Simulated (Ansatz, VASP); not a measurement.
Pb in VASP and in Ansatz

The input INCAR:

```
SYSTEM = Pb
ALGO = Normal ; EDIFF = 1E-6
ENCUT = 520 ; GGA = PS
ISIF = 2 ; ISMEAR = 0
LASPH = .True. ; LCHARG = .True.
LELF = .True. ; LREAL = .False.
LVHAR = .True. ; LWAVE = .False.
NBANDS = 13 ; NELM = 100
PREC = Accurate ; SIGMA = 0.05
```

KPOINTS

```
k-points
0
Gamma
  12 12 12
  0 0 0
```

The input POSCAR:

```
Pb
1.0
    0.0000000000      2.4749988096      2.4749988096
    2.4749988096      0.0000000000      2.4749988096
    2.4749988096      2.4749988096      0.0000000000
Pb
1
Direct
    0.0000000000      0.0000000000      0.0000000000
```

Input for Ansatz:

```yaml
crystal:
  lattice:
    - [0.0, 2.4749988096, 2.4749988096]
    - [2.4749988096, 0.0, 2.4749988096]
    - [2.4749988096, 2.4749988096, 0.0]
  atoms:
    - { symbol: Pb, position: [0.0, 0.0, 0.0] }
basis:
  ecutwfc: 420
  ecutrho_ratio: 4
kpoints:
  mp_grid: { grid: [12, 12, 12] }
hamiltonian:
  xc: pbesol
scf:
  occupations: { method: gaussian, width: 0.05 }
output:
  forces: true
  stress: true
  eigenvalues: true
  eigenstates:
    nscf_kmesh: { grid: [20, 20, 20] }
    de_dk: true
    e_range: [-2.5, 2.5]
  write_density: true
  write_potential: true
  elf: true
  volumetric_format: npy
```

Alike in both runs: task single point; functional PBEsol; k mesh 12 × 12 × 12; occupations gaussian, width 0.05 eV; no spin polarisation.

|  | VASP | Ansatz |
| --- | --- | --- |
| version | VASP 6.6.1 | Ansatz 0.2.0 |
| potentials or method | VASP PAW PBE potentials, release 64 (Pb_d), cutoff 520 eV | scalar-relativistic, plane waves, PAW |
| valence electrons in the cell | 14 | 14 |

Ansatz gave:

| Property | Result |
| --- | --- |
| gap on the k mesh at the Fermi level (eV) | none |
| pressure (GPa) | -0.1 |

**Question.** Which values does VASP return?

**Answer.** gap on the k mesh at the Fermi level (eV): none; pressure (GPa): -0.2.

VASP's potentials were made for PBE, not for PBEsol. A gap of «none» marks a metal or a gap that the smearing closes.

Spin-orbit coupling is off throughout.
